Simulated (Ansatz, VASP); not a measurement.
**Two plane-wave programs on AlC**

The input INCAR:

```
  PREC = Accurate
  ENCUT = 520
  EDIFF = 1E-7
  ISMEAR = 0
  SIGMA = 0.1
  LREAL = F
  LASPH = T
  NELM = 60
  ALGO = Normal
  ISIF = 2
  LWAVE = F
  LCHARG = F
  GGA = PE
  NBANDS = 15
```

Contents of KPOINTS:

```
regular mesh
0
Gamma
  4 6 4
```

POSCAR

```
AlC
1.0
    4.0643662517      0.0000000000      0.0000000000
    0.0000000000      2.6896541372      0.0000000000
    0.0000000000      0.0000000000      4.1497520973
Al C
2 2
Direct
    0.7500000000      0.0000000000      0.6870000000
    0.2500000000      0.0000000000      0.3130000000
    0.7500000000      0.5000000000      0.1880000000
    0.2500000000      0.5000000000      0.8120000000
```

Input for Ansatz:

```yaml
crystal:
  lattice:
    - [4.0643662517, 0.0, 0.0]
    - [0.0, 2.6896541372, 0.0]
    - [0.0, 0.0, 4.1497520973]
  atoms:
    - { symbol: Al, position: [0.75, 0.0, 0.687] }
    - { symbol: Al, position: [0.25, 0.0, 0.313] }
    - { symbol: C, position: [0.75, 0.5, 0.188] }
    - { symbol: C, position: [0.25, 0.5, 0.812] }
basis:
  ecutwfc: 420
kpoints:
  mp_grid: { grid: [4, 6, 4] }
hamiltonian:
  xc: pbe
scf:
  occupations: { method: gaussian, width: 0.1 }
  lower_state_search: "off"
output:
  forces: true
  stress: true
  eigenvalues: true
```

Alike in both runs: task single point; functional PBE; k mesh 4 × 6 × 4; occupations gaussian, width 0.1 eV; no spin polarisation.

```csv
,VASP,Ansatz
version,VASP 6.6.1,Ansatz 0.2.0
potentials or method,"VASP PAW PBE potentials, release 64 (Al, C), cutoff 520 eV","scalar-relativistic, plane waves, PAW"
valence electrons in the cell,14,14
```

```tsv
	VASP	Ansatz	Ansatz less VASP
gap on the k mesh at the Fermi level (eV)	none	none	-
pressure (GPa)	-12.6	-12.6	0.00
traceless stress, the component that is largest in VASP (GPa)	-13.04	-13.07	-0.034
rms of the force components (eV/Å)	0.931	0.933	+0.0014
```

Atom by atom the forces differ by 0.001 eV/Å (rms over components). A gap of «none» marks a metal or a gap that the smearing closes.

The k mesh is coarse, so the values compare programs but aren't converged.
